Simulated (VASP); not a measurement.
# InSb3 in VASP: a series of runs, part 2 of 2

VASP 6.6.1.

## (3) Relaxation of cell and atoms, PBEsol, target pressure 30 GPa, at which the enthalpy is minimised

The input, INCAR:

```
ALGO = Normal
EDIFF = 1E-7
EDIFFG = -0.02
ENCUT = 600
GGA = PS
IBRION = 2
ISIF = 3
ISMEAR = -1
LASPH = True
LCHARG = False
LREAL = False
LWAVE = False
NELM = 80
NSW = 80
PREC = Accurate
PSTRESS = 300.0
SIGMA = 0.05
```

The input, KPOINTS:

```
k-points
0
Gamma
  6 6 6
```

The input, POSCAR:

```
InSb3
1.0
    4.8063670000      0.0000000000      0.0000000000
    0.0000000000      4.8063670000      0.0000000000
    0.0000000000      0.0000000000      4.8063670000
Sb In
3 1
Direct
    0.5000000000      0.5000000000      0.0000000000
    0.0000000000      0.5000000000      0.5000000000
    0.5000000000      0.0000000000      0.5000000000
    0.0000000000      0.0000000000      0.0000000000
```

Potentials or basis: VASP PAW PBE potentials, release 64 (Sb, In_d).

On the command line:

```
> cat potpaw_PBE.64/Sb/POTCAR potpaw_PBE.64/In_d/POTCAR > POTCAR
> mpirun -np 1 vasp_std > vasp.out
```

OUTCAR:

```text
EDIFF = 1E-7
   EDIFFG = -0.02
   ENCUT = 600
   GGA = PS
   IBRION = 2
   ISIF = 3
   ISMEAR = -1
   LASPH = True
   LREAL = False
   NELM = 80
   NSW = 80
   PREC = Accurate
   PSTRESS = 300.0

 ion  position               nearest neighbor table
   1  0.500  0.500  0.000-   2 3.40   3 3.40   4 3.40   2 3.40   3 3.40   3 3.40   4 3.40   3 3.40
                             2 3.40   4 3.40   2 3.40   4 3.40
   2  0.000  0.500  0.500-   1 3.40   3 3.40   4 3.40   1 3.40   4 3.40   3 3.40   4 3.40   4 3.40
                             1 3.40   3 3.40   1 3.40   3 3.40
   3  0.500  0.000  0.500-   1 3.40   2 3.40   4 3.40   1 3.40   4 3.40   1 3.40   2 3.40   1 3.40
                             2 3.40   4 3.40   4 3.40   2 3.40
   4  0.000  0.000  0.000-   1 3.40   2 3.40   3 3.40   2 3.40   3 3.40   1 3.40   2 3.40   2 3.40
                             1 3.40   3 3.40   3 3.40   1 3.40

  LATTYP: Found a simple cubic cell.
 ALAT       =     4.8063670000

  Lattice vectors:

 A1 = (   4.8063670000,   0.0000000000,   0.0000000000)
 A2 = (   0.0000000000,   4.8063670000,   0.0000000000)
 A3 = (   0.0000000000,   0.0000000000,   4.8063670000)

Analysis of symmetry for initial positions (statically):
=====================================================================
 Subroutine PRICEL returns:
 Original cell was already a primitive cell.

 Routine SETGRP: Setting up the symmetry group for a
 simple cubic supercell.

 Subroutine GETGRP returns: Found 48 space group operations
 (whereof 48 operations were pure point group operations)
 out of a pool of 48 trial point group operations.

The static configuration has the point symmetry O_h .

Analysis of symmetry for dynamics (positions and initial velocities):
=====================================================================
 Subroutine PRICEL returns:
 Original cell was already a primitive cell.

 Routine SETGRP: Setting up the symmetry group for a
 simple cubic supercell.

 Subroutine GETGRP returns: Found 48 space group operations
 (whereof 48 operations were pure point group operations)
 out of a pool of 48 trial point group operations.

The dynamic configuration has the point symmetry O_h .

 Subroutine INISYM returns: Found 48 space group operations
 (whereof 48 operations are pure point group operations),
 and found     1 'primitive' translations

----------------------------------------------------------------------------------------

                                     Primitive cell

  volume of cell :     111.0327

  direct lattice vectors                    reciprocal lattice vectors
     4.806367000  0.000000000  0.000000000     0.208057354  0.000000000  0.000000000
     0.000000000  4.806367000  0.000000000     0.000000000  0.208057354  0.000000000
     0.000000000  0.000000000  4.806367000     0.000000000  0.000000000  0.208057354

  length of vectors
     4.806367000  4.806367000  4.806367000     0.208057354  0.208057354  0.208057354

  position of ions in fractional coordinates (direct lattice)
     0.500000000  0.500000000  0.000000000
     0.000000000  0.500000000  0.500000000
     0.500000000  0.000000000  0.500000000
     0.000000000  0.000000000  0.000000000

  ion indices of the primitive-cell ions
   primitive index   ion index
                 1           1
                 2           2
                 3           3
                 4           4

----------------------------------------------------------------------------------------

 KPOINTS: k-points

Automatic generation of k-mesh.
 Grid dimensions read from file:
 generate k-points for:    6    6    6

 Generating k-lattice:

  Cartesian coordinates                     Fractional coordinates (reciprocal lattice)
     0.034676226  0.000000000  0.000000000     0.166666667  0.000000000  0.000000000
     0.000000000  0.034676226  0.000000000     0.000000000  0.166666667  0.000000000
     0.000000000  0.000000000  0.034676226     0.000000000  0.000000000  0.166666667

  Length of vectors
     0.034676226  0.034676226  0.034676226

  Shift w.r.t. Gamma in fractional coordinates (k-lattice)
     0.000000000  0.000000000  0.000000000

 Subroutine IBZKPT returns following result:
 ===========================================

 Found     20 irreducible k-points:

 Following reciprocal coordinates:
            Coordinates               Weight
  0.000000  0.000000  0.000000      1.000000
  0.166667  0.000000  0.000000      6.000000
  0.333333  0.000000  0.000000      6.000000
  0.500000  0.000000  0.000000      3.000000
  0.166667  0.166667  0.000000     12.000000
  0.333333  0.166667  0.000000     24.000000
[... 12 lines left out ...]
  0.500000  0.500000  0.333333      6.000000
  0.500000  0.500000  0.500000      1.000000
   k-points           NKPTS =     20   k-points in BZ     NKDIM =     20   number of bands    NBANDS=     18
   number of dos      NEDOS =    301   number of ions     NIONS =      4
   total plane-waves  NPLWV =  64000
   dimension x,y,z NGX =    40 NGY =   40 NGZ =   40
   dimension x,y,z NGXF=    80 NGYF=   80 NGZF=   80
   ions per type =               3   1
   NGX,Y,Z   is equivalent  to a cutoff of  13.84, 13.84, 13.84 a.u.
   NGXF,Y,Z  is equivalent  to a cutoff of  27.67, 27.67, 27.67 a.u.
 SYSTEM =  unknown system
   PREC   = accura    normal or accurate (medium, high low for compatibility)
   ISTART =      0    job   : 0-new  1-cont  2-samecut
   ICHARG =      2    charge: 1-file 2-atom 10-const
   ISPIN  =      1    spin polarized calculation?
   LNONCOLLINEAR =      F non collinear calculations
   LSORBIT =      F    spin-orbit coupling
   LASPH  =      T    aspherical Exc in radial PAW
   ENCUT  =  600.0 eV  44.10 Ry    6.64 a.u.   9.60  9.60  9.60*2*pi/ulx,y,z
   NELM   =     80;   NELMIN=  2; NELMDL= -5     # of ELM steps
   EDIFF  = 0.1E-06   stopping-criterion for ELM
   LREAL  =      F    real-space projection
   EDIFFG = -.2E-01   stopping-criterion for IOM
   NSW    =     80    number of steps for IOM
   IBRION =      2    ionic relax: 0-MD 1-quasi-New 2-CG
   NFREE  =      1    steps in history (QN), initial steepest desc. (CG)
   ISIF   =      3    stress and relaxation
   ISYM   =      2    0-nonsym 1-usesym 2-fastsym
   POTIM  = 0.5000    time-step for ionic-motion
   TEBEG  =    0.0;   TEEND  =   0.0 temperature during run
   PSTRESS=  300.0 pullay stress
   NELECT =      28.0000    total number of electrons
   NUPDOWN=      -1.0000    fix difference up-down
   EMIN   =  10.00;   EMAX   =-10.00  energy-range for DOS
   EFERMI =   0.00;   METHOD = LEGACY
   ISMEAR =    -1;   SIGMA  =   0.05  broadening in eV -4-tet -1-fermi 0-gaus
   EFERMI_NEDOS =   21; number of points for ismear=-14 and -15
   IALGO  =     38    algorithm
   IMIX   =      4    mixing-type and parameters
     AMIX     =   0.40;   BMIX     =  1.00
     AMIX_MAG =   1.60;   BMIX_MAG =  1.00
  volume/ion in A,a.u.               =      27.76       187.32
  Fermi-wavevector in a.u.,A,eV,Ry     =   1.034294  1.954532 14.555018  1.069764
  Thomas-Fermi vector in A             =   2.168582
   LORBIT       =      0    0 simple, 1 ext, 2 COOP (PROOUT), +10 PAW based schemes
   GGA     = PS    functional components
   LHFCALC =     F    Hartree Fock is set to
   AEXX    =    0.0000 exact exchange contribution
   IVDW    =     0    specifies the selected vdW correction
   LEPSILON=     F    determine dielectric tensor
   LRPA    =     F    only Hartree local field effects (RPA)
 conjugate gradient relaxation of ions
 non-spin polarized calculation
  energy-cutoff  :      600.00
  volume of cell :      111.03
 maximum number of plane-waves:      3755
 NGX is ok and might be reduce to    40
   NGX = 19   NGY = 19   NGZ = 19

--------------------------------------- Ionic step        1  -------------------------------------------

 number of electron      28.0000000 magnetization

 Free energy of the ion-electron system (eV)
  ---------------------------------------------------
  ext. energy  EPLUGINS =         0.00000000
  ---------------------------------------------------
  free energy    TOTEN  =       -16.01951710 eV

  energy without entropy =      -15.99807103  energy(sigma->0) =      -16.00879406

 E-fermi :   7.6907     XC(G=0): -10.1787

 val. band max:        7.6830639363   @ k =   0.5000   0.3333   0.0000
 cond. band min:       7.7527282028   @ k =   0.1667   0.1667   0.1667
 fundamental gap:      0.0696642664
 Fermi energy:         7.6906932018

 k-point     1 :       0.0000    0.0000    0.0000
  band No.  band energies     occupation
      1      -6.7534      2.00000
      2      -6.7534      2.00000
      3      -6.7366      2.00000
      4      -6.7366      2.00000
      5      -6.7366      2.00000
      6      -4.4952      2.00000
[... 524 lines left out ...]
  energy  without entropy=      -15.0013218642  energy(sigma->0) =      -15.01111114

  enthalpy is  TOTEN    =         1.0039725018 eV   P V=       16.0248729131

[... ionic steps 4 to 14 ...]

--------------------------------------- Ionic step       15  -------------------------------------------

 number of electron      28.0000001 magnetization

------------------------ aborting loop because EDIFF is reached ----------------------------------------
[... 75 lines left out ...]
--------------------------------------- Ionic step       17  -------------------------------------------

 number of electron      28.0000001 magnetization

 Free energy of the ion-electron system (eV)
  ---------------------------------------------------
  ext. energy  EPLUGINS =         0.00000000
  ---------------------------------------------------
  free energy    TOTEN  =       -14.25467688 eV

  energy without entropy =      -14.23628036  energy(sigma->0) =      -14.24547862

 E-fermi :  12.1239     XC(G=0): -11.6522

 val. band max:       12.0991241619   @ k =   0.1667   0.0000   0.0000
 cond. band min:      12.2525351665   @ k =   0.5000   0.5000   0.0000
 fundamental gap:      0.1534110047
 Fermi energy:        12.1238573490

 k-point     1 :       0.0000    0.0000    0.0000
  band No.  band energies     occupation
      1      -2.7486      2.00000
      2      -2.7486      2.00000
      3      -2.6883      2.00000
      4      -2.6758      2.00000
      5      -2.6758      2.00000
      6      -2.6758      2.00000
[... 444 lines left out ...]
  energy  without entropy=      -14.2362803611  energy(sigma->0) =      -14.24547862

  enthalpy is  TOTEN    =         0.8478148522 eV   P V=       15.1024917342

 reached required accuracy - stopping structural energy minimisation
```

Wall time 15 min (1 thread of AMD EPYC 7R43 (Zen 3), shared host); peak memory 0.24 GiB.

What came out:

```
Free energy                                            : -14.2547 eV
Relaxed volume                                         : 20.16 Å³/atom
Relaxed cell                                           : a = 4.321 Å, b = 4.321 Å, c = 4.321 Å, α = 90.00°, β = 90.00°, γ = 90.00°
Space group after relaxing (to 0.05 Å)                 : Pm-3m (No. 221)
Energy change on relaxing (the enthalpy is what falls) : +441.2 meV/atom
Ionic steps                                            : 17
Pressure after relaxing                                : 30.0 GPa
Band gap on the k mesh                                 : zero (band 14 reaches 17.46 eV, above the bottom of band 15 at 10.61 eV)
```

Step by step:
```tsv
step	energy change (eV)	largest force (eV/Å)	pressure (GPa)	volume (Å³)
1	0.0000	0.0000	-2.69	111.03
2	38.8939	0.0000	473.56	42.62
3	0.9986	0.0000	20.35	85.58
4	1.3060	0.0000	24.32	83.37
5	1.7888	0.0000	30.29	80.53
6	1.6875	0.0000	29.06	81.08
7	1.6921	0.0000	29.11	81.05
8	1.7062	0.0000	29.29	80.97
9	1.7064	0.0000	29.29	80.97
10	1.7071	0.0000	29.30	80.97
11	1.7083	0.0000	29.31	80.96
12	1.7109	0.0000	29.34	80.95
13	1.7159	0.0000	29.40	80.92
14	1.7261	0.0000	29.53	80.86
15	1.7466	0.0000	29.78	80.75
16	1.7880	0.0000	30.28	80.53
17	1.7648	0.0000	30.00	80.66
```

Final structure:
```yaml
crystal:
  lattice:
    - [4.32062, 0.00000, 0.00000]
    - [0.00000, 4.32062, 0.00000]
    - [0.00000, 0.00000, 4.32062]
  atoms:
    - { symbol: Sb, position: [0.50000, 0.50000, 0.00000] }
    - { symbol: Sb, position: [0.00000, 0.50000, 0.50000] }
    - { symbol: Sb, position: [0.50000, 0.00000, 0.50000] }
    - { symbol: In, position: [0.00000, 0.00000, 0.00000] }
```

Caveat: the cell is relaxed towards a set pressure, so the enthalpy falls and the energy may rise; the volume moved by over 15 % at a fixed basis, so the end points are rough; the PAW data sets were made with another functional, which shifts forces and pressure a little; spin-orbit coupling is left out, which moves the levels of the heavy elements.

## (4) Single point, PBEsol (atoms moved at random)

The input, INCAR:

```
PREC = Accurate ; ENCUT = 520
EDIFF = 1E-6 ; ISMEAR = -1
SIGMA = 0.05 ; LREAL = F
LASPH = T ; NELM = 80
ALGO = Normal ; ISIF = 2
LWAVE = F ; LCHARG = F
GGA = PS ; NBANDS = 22
```

The input, KPOINTS:

```
Automatic mesh
0
Gamma
  6 6 6
```

The input, POSCAR:

```
InSb3
1.0
    4.8063670000      0.0000000000      0.0000000000
    0.0000000000      4.8063670000      0.0000000000
    0.0000000000      0.0000000000      4.8063670000
Sb In
3 1
Direct
    0.5105020000      0.4886910000     -0.0062530000
    0.0002960000      0.5084560000      0.5041920000
    0.5009570000     -0.0012920000      0.5004910000
   -0.0042560000     -0.0027610000      0.0041050000
```

On the command line:

```
> cat potpaw_PBE.64/Sb/POTCAR potpaw_PBE.64/In_d/POTCAR > POTCAR
> mpirun -np 1 vasp_std > vasp.out
```

It took 2.5 min on 1 thread of AMD EPYC 7R13 (Zen 3), shared host; peak memory 0.35 GiB.

Results (log left out):

* Free energy: -16.0192 eV
* Pressure: -2.6 GPa
* Largest force: 0.079 eV/Å
* Band gap on the k mesh: zero (band 14 reaches 11.19 eV, above the bottom of band 15 at 6.61 eV)

Forces on the atoms (eV/Å):
```
Sb  -0.038 -0.030 -0.019
Sb   0.024  0.019  0.006
Sb  -0.063  0.004 -0.005
In   0.077  0.007  0.018
```

Levels at points of the mesh, in eV from the Fermi level:
| k point | band 11 | band 12 | band 13 | band 14 | band 15 | band 16 | band 17 | band 18 |
| --- | --- | --- | --- | --- | --- | --- | --- | --- |
| (0.00, 0.00, 0.00) | -4.29 | -3.62 | 0.41 | 0.43 | 0.43 | 1.69 | 1.71 | 1.71 |
| (0.50, 0.00, 0.00) | -2.92 | -2.14 | -2.11 | -1.10 | -0.85 | 1.97 | 2.10 | 2.16 |
| (0.00, 0.50, 0.00) | -2.90 | -2.14 | -2.13 | -1.13 | -0.87 | 1.98 | 2.11 | 2.17 |
| (0.00, 0.00, 0.50) | -2.92 | -2.14 | -2.11 | -1.11 | -0.85 | 1.97 | 2.10 | 2.16 |
| (0.50, 0.50, 0.00) | -1.67 | -1.66 | -1.42 | -1.13 | -1.03 | -0.48 | 1.01 | 3.25 |
| (0.00, 0.50, 0.50) | -1.68 | -1.66 | -1.42 | -1.12 | -1.03 | -0.49 | 1.01 | 3.26 |
| (0.50, 0.00, 0.50) | -1.68 | -1.68 | -1.39 | -1.10 | -1.09 | -0.48 | 1.00 | 3.27 |
| (0.50, 0.50, 0.50) | -5.00 | -4.99 | -4.78 | 3.49 | 3.49 | 3.55 | 3.55 | 3.56 |

Caveat: the cell differs from its parent crystal (atoms moved at random); the PAW data sets were made with another functional, which shifts forces and pressure a little; spin-orbit coupling is left out, which moves the levels of the heavy elements.

## (5) Single point, PBE

This run uses another cell than the first one, of 26.09 Å³/atom, 0.940 times its volume.

The input, INCAR:

```
PREC = Accurate ; ENCUT = 520
EDIFF = 1E-7 ; ISMEAR = -1
SIGMA = 0.05 ; LREAL = False
LASPH = True ; NELM = 60
ALGO = Normal ; ISIF = 2
LWAVE = False ; LCHARG = False
GGA = PE ; NBANDS = 22
```

The input, KPOINTS:

```
regular mesh
0
Gamma
  6 6 6
```

The input, POSCAR:

```
InSb3
1.0
    4.7082503466      0.0000000000      0.0000000000
    0.0000000000      4.7082503466      0.0000000000
    0.0000000000      0.0000000000      4.7082503466
Sb In
3 1
Direct
    0.5000000000      0.5000000000      0.0000000000
    0.0000000000      0.5000000000      0.5000000000
    0.5000000000      0.0000000000      0.5000000000
    0.0000000000      0.0000000000      0.0000000000
```

On the command line:

```
> cat potpaw_PBE.64/Sb/POTCAR potpaw_PBE.64/In_d/POTCAR > POTCAR
> mpirun -np 1 vasp_std > vasp.out
```

It took 22 s on 1 thread of AMD EPYC 9R45 (Zen 5), shared host; peak memory 0.19 GiB.

It converged, with:

| Quantity | Value |
| --- | --- |
| Free energy | -14.1762 eV |
| Pressure | 3.8 GPa |
| Band gap on the k mesh | zero (band 14 reaches 12.43 eV, above the bottom of band 15 at 7.42 eV) |

Levels at points of the mesh, in eV from the Fermi level:
```tsv
k point	band 12	band 13	band 14	band 15	band 16	band 17
(0.00, 0.00, 0.00)	-3.57	0.48	0.48	0.48	1.82	1.82
(0.50, 0.00, 0.00)	-2.27	-2.27	-1.21	-0.93	2.33	2.35
(0.50, 0.50, 0.00)	-1.65	-1.44	-1.18	-1.18	-0.35	0.97
(0.50, 0.50, 0.50)	-5.32	-4.92	3.83	3.83	3.89	3.89
```

Caveat: spin-orbit coupling is left out, which moves the levels of the heavy elements.

## (6) Single point, PBE

This run uses another cell than the first one, of 26.65 Å³/atom, 0.960 times its volume.

The input, INCAR:

```
ALGO = Normal
EDIFF = 1E-6
ENCUT = 520
GGA = PE
ISIF = 2
ISMEAR = -1
LASPH = True
LCHARG = False
LREAL = False
LWAVE = False
NBANDS = 22
NELM = 60
PREC = Accurate
SIGMA = 0.05
```

The input, KPOINTS:

```
k-points
0
Gamma
  6 6 6
```

The input, POSCAR:

```
InSb3
1.0
    4.7414081316      0.0000000000      0.0000000000
    0.0000000000      4.7414081316      0.0000000000
    0.0000000000      0.0000000000      4.7414081316
Sb In
3 1
Direct
    0.5000000000      0.5000000000      0.0000000000
    0.0000000000      0.5000000000      0.5000000000
    0.5000000000      0.0000000000      0.5000000000
    0.0000000000      0.0000000000      0.0000000000
```

Potentials or basis: VASP PAW PBE potentials, release 64 (Sb, In_d).

On the command line:

```
> cat potpaw_PBE.64/Sb/POTCAR potpaw_PBE.64/In_d/POTCAR > POTCAR
> mpirun -np 1 vasp_std > vasp.out
```

Wall time 21 s (1 thread of AMD EPYC 9R45 (Zen 5), shared host); peak memory 0.19 GiB.

The run converged. Its results:

```
Free energy            : -14.2193 eV
Pressure               : 2.4 GPa
Band gap on the k mesh : zero (band 14 reaches 12.05 eV, above the bottom of band 15 at 7.18 eV)
```

Levels at points of the mesh, in eV from the Fermi level:
| k point | band 12 | band 13 | band 14 | band 15 | band 16 | band 17 |
| --- | --- | --- | --- | --- | --- | --- |
| (0.00, 0.00, 0.00) | -3.57 | 0.46 | 0.46 | 0.46 | 1.79 | 1.79 |
| (0.50, 0.00, 0.00) | -2.21 | -2.21 | -1.18 | -0.90 | 2.21 | 2.28 |
| (0.50, 0.50, 0.00) | -1.65 | -1.41 | -1.16 | -1.16 | -0.39 | 0.99 |
| (0.50, 0.50, 0.50) | -5.20 | -4.88 | 3.71 | 3.71 | 3.77 | 3.77 |

Caveat: spin-orbit coupling is left out, which moves the levels of the heavy elements.

## (7) Summary

| task | level | cell | cutoff (eV) | gap on the mesh (eV) | pressure (GPa) |
| --- | --- | --- | --- | --- | --- |
| relaxation of cell and atoms | PBEsol | relaxed to 20 GPa from a = 4.806 Å, 4 atoms | 600 | none | 20.0 |
| relaxation of cell and atoms | PBEsol | relaxed to 30 GPa from a = 4.806 Å, 4 atoms | 600 | none | 30.0 |
| single point | PBEsol | a = 4.806 Å, 4 atoms | 520 | none | -2.6 |
| single point | PBE | a = 4.708 Å, 4 atoms | 520 | none | 3.8 |
| single point | PBE | a = 4.741 Å, 4 atoms | 520 | none | 2.4 |

Alike in all rows: potentials or basis VASP PAW PBE potentials, release 64 (Sb, In_d); no spin polarisation; k mesh 6 × 6 × 6; smearing fermi-dirac 0.05 eV.

Caveats: spin-orbit coupling is left out, which moves the levels of the heavy elements; the PAW data sets were made with another functional, which shifts forces and pressure a little (some runs); the cell is relaxed towards a set pressure, so the enthalpy falls and the energy may rise (some runs); the volume moved by over 15 % at a fixed basis, so the end points are rough (some runs).

Total energies depend on the potentials used, so only differences within one code and one set of settings carry meaning.
